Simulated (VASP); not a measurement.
# MgH2 (Fm-3m) in VASP: further runs

The runs below take MgH2 through single point, with PBE.

Everything below comes from runs of VASP 6.6.1. Logs are shortened: lines on timing, memory, paths and dates and some standing lists are left out, and cuts for length are marked.

## (1) The cell of the first run

Symmetry: Fm-3m, No. 225, cubic system. Conventional cell: a = 4.525 Å, b = 4.525 Å, c = 4.525 Å, α = 90.00°, β = 90.00°, γ = 90.00°. Mg (site symmetry m-3m) has 8 H at 1.96 Å within 2.6 Å. H (site symmetry -43m) has 4 Mg at 1.96 Å and 6 H at 2.26 Å within 2.6 Å.

## (2) Single point, PBE

Input file INCAR:

```
SYSTEM = MgH2
PREC = Accurate
ENCUT = 600
EDIFF = 1E-6
ISMEAR = 0
SIGMA = 0.1
LREAL = .False.
LASPH = .True.
NELM = 120
ALGO = Normal
ISIF = 2
LWAVE = .False.
LCHARG = .True.
GGA = PE
LELF = .True.
LVHAR = .True.
NBANDS = 9
GGA_COMPAT = .False.
```

Input file KPOINTS:

```
Automatic mesh
0
Gamma
  8 8 8
  0 0 0
```

Input file POSCAR:

```
MgH2
1.0
    0.0000000000      2.2626263952      2.2626263952
    2.2626263952      0.0000000000      2.2626263952
    2.2626263952      2.2626263952      0.0000000000
Mg H
1 2
Direct
    0.0000000000      0.0000000000      0.0000000000
    0.2500000000      0.2500000000      0.2500000000
    0.7500000000      0.7500000000      0.7500000000
```

Potentials or basis: VASP PAW PBE potentials, release 64 (Mg, H).

On the command line:

```
$ cat potpaw_PBE.64/Mg/POTCAR potpaw_PBE.64/H/POTCAR > POTCAR
$ mpirun -np 1 vasp_std > vasp.out
```

OUTCAR:

```text
SYSTEM = MgH2
   PREC = Accurate
   ENCUT = 600
   EDIFF = 1E-6
   ISMEAR = 0
   LREAL = .False.
   LASPH = .True.
   NELM = 120
   ISIF = 2
   GGA = PE

 ion  position               nearest neighbor table
   1  0.000  0.000  0.000-   3 1.96   3 1.96   3 1.96   2 1.96   3 1.96   2 1.96   2 1.96   2 1.96

   2  0.250  0.250  0.250-   1 1.96   1 1.96   1 1.96   1 1.96
   3  0.750  0.750  0.750-   1 1.96   1 1.96   1 1.96   1 1.96

  LATTYP: Found a face centered cubic cell.
 ALAT       =     4.5252527904

  Lattice vectors:

 A1 = (   0.0000000000,   2.2626263952,   2.2626263952)
 A2 = (   2.2626263952,   0.0000000000,   2.2626263952)
 A3 = (   2.2626263952,   2.2626263952,   0.0000000000)

Analysis of symmetry for initial positions (statically):
=====================================================================
 Subroutine PRICEL returns:
 Original cell was already a primitive cell.

 Routine SETGRP: Setting up the symmetry group for a
 face centered cubic supercell.

 Subroutine GETGRP returns: Found 48 space group operations
 (whereof 48 operations were pure point group operations)
 out of a pool of 48 trial point group operations.

The static configuration has the point symmetry O_h .

Analysis of symmetry for dynamics (positions and initial velocities):
=====================================================================
 Subroutine PRICEL returns:
 Original cell was already a primitive cell.

 Routine SETGRP: Setting up the symmetry group for a
 face centered cubic supercell.

 Subroutine GETGRP returns: Found 48 space group operations
 (whereof 48 operations were pure point group operations)
 out of a pool of 48 trial point group operations.

The dynamic configuration has the point symmetry O_h .

 Subroutine INISYM returns: Found 48 space group operations
 (whereof 48 operations are pure point group operations),
 and found     1 'primitive' translations

----------------------------------------------------------------------------------------

                                     Primitive cell

  volume of cell :      23.1669

  direct lattice vectors                    reciprocal lattice vectors
     0.000000000  2.262626395  2.262626395    -0.220982130  0.220982130  0.220982130
     2.262626395  0.000000000  2.262626395     0.220982130 -0.220982130  0.220982130
     2.262626395  2.262626395  0.000000000     0.220982130  0.220982130 -0.220982130

  length of vectors
     3.199836935  3.199836935  3.199836935     0.382752277  0.382752277  0.382752277

  position of ions in fractional coordinates (direct lattice)
     0.000000000  0.000000000  0.000000000
     0.250000000  0.250000000  0.250000000
     0.750000000  0.750000000  0.750000000

  ion indices of the primitive-cell ions
   primitive index   ion index
                 1           1
                 2           2
                 3           3

----------------------------------------------------------------------------------------

 KPOINTS: Automatic mesh

Automatic generation of k-mesh.
 Grid dimensions read from file:
 generate k-points for:    8    8    8

 Generating k-lattice:

  Cartesian coordinates                     Fractional coordinates (reciprocal lattice)
    -0.027622766  0.027622766  0.027622766     0.125000000  0.000000000  0.000000000
     0.027622766 -0.027622766  0.027622766     0.000000000  0.125000000  0.000000000
     0.027622766  0.027622766 -0.027622766     0.000000000  0.000000000  0.125000000

  Length of vectors
     0.047844035  0.047844035  0.047844035

  Shift w.r.t. Gamma in fractional coordinates (k-lattice)
     0.000000000  0.000000000  0.000000000

 Subroutine IBZKPT returns following result:
 ===========================================

 Found     29 irreducible k-points:

 Following reciprocal coordinates:
            Coordinates               Weight
  0.000000  0.000000  0.000000      1.000000
  0.125000  0.000000  0.000000      8.000000
  0.250000  0.000000  0.000000      8.000000
  0.375000  0.000000  0.000000      8.000000
  0.500000  0.000000  0.000000      4.000000
  0.125000  0.125000  0.000000      6.000000
[... 16 lines left out ...]
  0.500000  0.250000  0.125000     48.000000
 -0.375000  0.250000  0.125000     24.000000
 [... further k-points ...]
   k-points           NKPTS =     29   k-points in BZ     NKDIM =     29   number of bands    NBANDS=      9
   number of dos      NEDOS =    301   number of ions     NIONS =      3
   total plane-waves  NPLWV =  21952
   dimension x,y,z NGX =    28 NGY =   28 NGZ =   28
   dimension x,y,z NGXF=    56 NGYF=   56 NGZF=   56
   ions per type =               1   2
   NGX,Y,Z   is equivalent  to a cutoff of  14.55, 14.55, 14.55 a.u.
   NGXF,Y,Z  is equivalent  to a cutoff of  29.09, 29.09, 29.09 a.u.
 SYSTEM =  MgH2
   PREC   = accura    normal or accurate (medium, high low for compatibility)
   ISTART =      0    job   : 0-new  1-cont  2-samecut
   ICHARG =      2    charge: 1-file 2-atom 10-const
   ISPIN  =      1    spin polarized calculation?
   LNONCOLLINEAR =      F non collinear calculations
   LSORBIT =      F    spin-orbit coupling
   LASPH  =      T    aspherical Exc in radial PAW
   ENCUT  =  600.0 eV  44.10 Ry    6.64 a.u.   6.39  6.39  6.39*2*pi/ulx,y,z
   NELM   =    120;   NELMIN=  2; NELMDL= -5     # of ELM steps
   EDIFF  = 0.1E-05   stopping-criterion for ELM
   LREAL  =      F    real-space projection
   EDIFFG = 0.1E-04   stopping-criterion for IOM
   NSW    =      0    number of steps for IOM
   IBRION =     -1    ionic relax: 0-MD 1-quasi-New 2-CG
   NFREE  =      0    steps in history (QN), initial steepest desc. (CG)
   ISIF   =      2    stress and relaxation
   ISYM   =      2    0-nonsym 1-usesym 2-fastsym
   POTIM  = 0.5000    time-step for ionic-motion
   TEBEG  =    0.0;   TEEND  =   0.0 temperature during run
   PSTRESS=    0.0 pullay stress
   NELECT =       4.0000    total number of electrons
   NUPDOWN=      -1.0000    fix difference up-down
   EMIN   =  10.00;   EMAX   =-10.00  energy-range for DOS
   EFERMI =   0.00;   METHOD = LEGACY
   ISMEAR =     0;   SIGMA  =   0.10  broadening in eV -4-tet -1-fermi 0-gaus
   EFERMI_NEDOS =   21; number of points for ismear=-14 and -15
   IALGO  =     38    algorithm
   IMIX   =      4    mixing-type and parameters
     AMIX     =   0.40;   BMIX     =  1.00
     AMIX_MAG =   1.60;   BMIX_MAG =  1.00
  volume/ion in A,a.u.               =       7.72        52.11
  Fermi-wavevector in a.u.,A,eV,Ry     =   0.911602  1.722678 11.306691  0.831018
  Thomas-Fermi vector in A             =   2.035901
   LORBIT       =      0    0 simple, 1 ext, 2 COOP (PROOUT), +10 PAW based schemes
   GGA     = PE    functional components
   LHFCALC =     F    Hartree Fock is set to
   AEXX    =    0.0000 exact exchange contribution
   IVDW    =     0    specifies the selected vdW correction
   LEPSILON=     F    determine dielectric tensor
   LRPA    =     F    only Hartree local field effects (RPA)
 non-spin polarized calculation
 Gauss-broadening in eV      SIGMA  =   0.10
  energy-cutoff  :      600.00
  volume of cell :       23.17
 maximum number of plane-waves:       785
 NGX is ok and might be reduce to    28
   NGX = 13   NGY = 13   NGZ = 13

 number of electron       4.0000001 magnetization

 Free energy of the ion-electron system (eV)
  ---------------------------------------------------
  ext. energy  EPLUGINS =         0.00000000
  ---------------------------------------------------
  free energy    TOTEN  =        -8.38706471 eV

  energy without entropy =       -8.38696371  energy(sigma->0) =       -8.38701421

 E-fermi :   4.0261     XC(G=0):  -9.4868

 val. band max:        3.8440156948   @ k =  -0.3750   0.5000   0.1250
 cond. band min:       4.2291606154   @ k =   0.5000   0.3750   0.0000
 fundamental gap:      0.3851449205
 Fermi energy:         4.0260717947

 k-point     1 :       0.0000    0.0000    0.0000
  band No.  band energies     occupation
      1      -7.1060      2.00000
      2       5.1064      0.00000
      3      13.8201      0.00000
      4      13.8201      0.00000
      5      13.8201      0.00000
      6      17.2781      0.00000
      7      17.2781      0.00000
      8      17.2781      0.00000
      9      17.9356      0.00000

 k-point     2 :       0.1250    0.0000    0.0000
  band No.  band energies     occupation
      1      -6.7886      2.00000
      2       4.3390      0.00001
      3      12.7997      0.00000
      4      13.5138      0.00000
      5      13.5138      0.00000
      6      16.6669      0.00000
      7      18.1513      0.00000
      8      18.1513      0.00000
      9      18.8397      0.00000

 k-point     3 :       0.2500    0.0000    0.0000
  band No.  band energies     occupation
      1      -5.8512      2.00000
      2       2.4012      2.00000
      3      11.6257      0.00000
      4      13.1487      0.00000
      5      13.1487      0.00000
      6      14.8243      0.00000
      7      16.6759      0.00000
      8      16.6759      0.00000
      9      20.3153      0.00000

 k-point     4 :       0.3750    0.0000    0.0000
  band No.  band energies     occupation
      1      -4.3401      2.00000
      2      -0.0002      2.00000
      3      11.1761      0.00000
      4      13.1593      0.00000
      5      13.1593      0.00000
      6      13.2303      0.00000
      7      14.9933      0.00000
      8      14.9933      0.00000
      9      23.1183      0.00000
[... 205 lines left out ...]
 k-point    22 :       0.3750    0.2500    0.1250
  band No.  band energies     occupation
      1      -5.0522      2.00000
      2       1.8655      2.00000
      3       8.7843      0.00000
      4      10.3707      0.00000
      5      12.2389      0.00000
      6      16.5147      0.00000
      7      17.0801      0.00000
      8      18.2663      0.00000
      9      21.9586      0.00000

 k-point    23 :       0.5000    0.2500    0.1250
  band No.  band energies     occupation
      1      -3.6134      2.00000
      2       0.1924      2.00000
      3       7.4229      0.00000
      4       8.8252      0.00000
      5      12.9491      0.00000
      6      15.0334      0.00000
      7      18.3891      0.00000
      8      19.6750      0.00000
      9      21.2533      0.00000

 k-point    24 :      -0.3750    0.2500    0.1250
  band No.  band energies     occupation
      1      -1.7757      2.00000
      2      -1.7754      2.00000
      3       7.0801      0.00000
      4       8.2144      0.00000
      5      13.7551      0.00000
      6      13.8045      0.00000
      7      19.7430      0.00000
      8      20.0271      0.00000
      9      21.4992      0.00000

 [... further k-points ...]

------------------------ aborting loop because EDIFF is reached ----------------------------------------

  FORCE on cell =-STRESS in cart. coord.  units (eV):
  Direction    XX          YY          ZZ          XY          YZ          ZX
  --------------------------------------------------------------------------------------
  -------------------------------------------------------------------------------------
  Total        1.6024037      1.6024037      1.6024037     -0.0000000      0.0000000     -0.0000000
  in kB      110.8189367    110.8189367    110.8189367     -0.0000000      0.0000000     -0.0000000
  external PRESSURE =     110.8189367 kB  Pullay stress =       0.0000000 kB

 VOLUME and BASIS-vectors are now :
 -----------------------------------------------------------------------------
  energy-cutoff  :      600.00
  volume of cell :       23.17
      direct lattice vectors                 reciprocal lattice vectors
     0.000000000  2.262626395  2.262626395    -0.220982130  0.220982130  0.220982130
     2.262626395  0.000000000  2.262626395     0.220982130 -0.220982130  0.220982130
     2.262626395  2.262626395  0.000000000     0.220982130  0.220982130 -0.220982130

 POSITION                                       TOTAL-FORCE (eV/Angst)
 -----------------------------------------------------------------------------------
      0.00000      0.00000      0.00000        -0.000000      0.000000     -0.000000
      1.13131      1.13131      1.13131        -0.000000     -0.000000     -0.000000
      3.39394      3.39394      3.39394         0.000000      0.000000      0.000000
 -----------------------------------------------------------------------------------
    total drift:                                0.000000      0.000000      0.000000

  FREE ENERGIE OF THE ION-ELECTRON SYSTEM (eV)
  ---------------------------------------------------
  free  energy   TOTEN  =        -8.3870647104 eV

  energy  without entropy=       -8.3869637084  energy(sigma->0) =       -8.38701421
```

Run time: 7 s. Hardware: 1 thread of AMD EPYC 9R45 (Zen 5), shared host; peak memory 0.12 GiB.

What came out:

- Free energy: -8.3871 eV
- Pressure: 11.1 GPa
- Band gap on the k mesh: zero (bands 2 and 3 overlap by 1.69 eV)

Caveat: the cell stands under pressure.

## (3) Single point, PBE

This run uses another cell than the first one, of 8.93 Å³/atom.

Input file INCAR:

```
PREC = Accurate ; ENCUT = 600
EDIFF = 1E-6 ; ISMEAR = 0
SIGMA = 0.1 ; LREAL = F
LASPH = T ; NELM = 120
ALGO = Normal ; ISIF = 2
LWAVE = F ; LCHARG = F
GGA = PE ; NBANDS = 9
GGA_COMPAT = F
```

Input file KPOINTS:

```
Automatic mesh
0
Gamma
  8 8 8
```

Input file POSCAR:

```
MgH2
1.0
    0.0000000000      2.3745729316      2.3745729316
    2.3745729316      0.0000000000      2.3745729316
    2.3745729316      2.3745729316      0.0000000000
Mg H
1 2
Direct
    0.0000000000      0.0000000000      0.0000000000
    0.2500000000      0.2500000000      0.2500000000
    0.7500000000      0.7500000000      0.7500000000
```

Potentials or basis: VASP PAW PBE potentials, release 64 (Mg, H).

On the command line:

```
$ cat potpaw_PBE.64/Mg/POTCAR potpaw_PBE.64/H/POTCAR > POTCAR
$ mpirun -np 1 vasp_std > vasp.out
```

Wall time 6.8 s (1 thread of AMD EPYC 9R45 (Zen 5), shared host); peak memory 0.13 GiB.

The run converged. Its results:

| Property | Result |
| --- | --- |
| Free energy | -8.4986 eV |
| Pressure | -0.1 GPa |
| Band gap on the k mesh | zero (bands 2 and 3 overlap by 1.28 eV) |

Levels at points of the mesh, in eV from the Fermi level:
| k point | band 1 | band 2 | band 3 | band 4 | band 5 | band 6 | band 7 |
| --- | --- | --- | --- | --- | --- | --- | --- |
| (0.00, 0.00, 0.00) | -10.13 | 0.79 | 9.24 | 9.24 | 9.24 | 11.85 | 11.85 |
| (0.50, 0.00, 0.00) | -5.86 | -5.77 | 6.69 | 7.19 | 8.93 | 8.93 | 9.06 |
| (0.50, 0.50, 0.00) | -5.87 | -2.49 | -0.49 | 4.61 | 4.61 | 7.86 | 16.73 |
